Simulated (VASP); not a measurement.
Wanted: the native input for a VASP 6.6.1 run.

* Task: single point
* Functional: PBE
* Potentials or basis: VASP PAW PBE potentials, release 64 (Ge_d)
* Cutoff: 520 eV
* k mesh: 10 × 10 × 10
* Occupations: fermi-dirac, width 0.05 eV
* Spin: no spin polarisation
* Dipole correction: no
* Further INCAR settings: ALGO = Normal; EDIFF = 1e-06; NBANDS = 21

The structure of Ge lies in POSCAR:

```
Ge
1.0
    0.0000000000      2.8475041221      2.8475041221
    2.8475041221      0.0000000000      2.8475041221
    2.8475041221      2.8475041221      0.0000000000
Ge
2
Direct
    0.5000000000      0.5000000000      0.5000000000
    0.7500000000      0.7500000000      0.7500000000
```

This cell differs from its parent crystal: volume scaled by 1.02.

The input as run:

INCAR

```
SYSTEM = Ge
PREC = Accurate
ENCUT = 520
EDIFF = 1E-6
ISMEAR = -1
SIGMA = 0.05
LREAL = .False.
LASPH = .True.
NELM = 100
ALGO = Normal
ISIF = 2
LWAVE = .False.
LCHARG = .False.
GGA = PE
NBANDS = 21
```

KPOINTS

```
Automatic mesh
0
Gamma
  10 10 10
  0 0 0
```

Potentials or basis: VASP PAW PBE potentials, release 64 (Ge_d).

Command:

```sh
$ cat potpaw_PBE.64/Ge_d/POTCAR > POTCAR
$ mpirun -np 1 vasp_std > vasp.out
```

Results of the run:

```
Pressure               : 2.1 GPa
Band gap on the k mesh : zero (filled and empty bands touch)
```

It took 33 s on 1 thread of Intel(R) Xeon(R) Platinum 8259CL CPU @ 2.50GHz (Skylake/Cascade Lake), with other jobs on the host, peak memory 0.18 GiB.
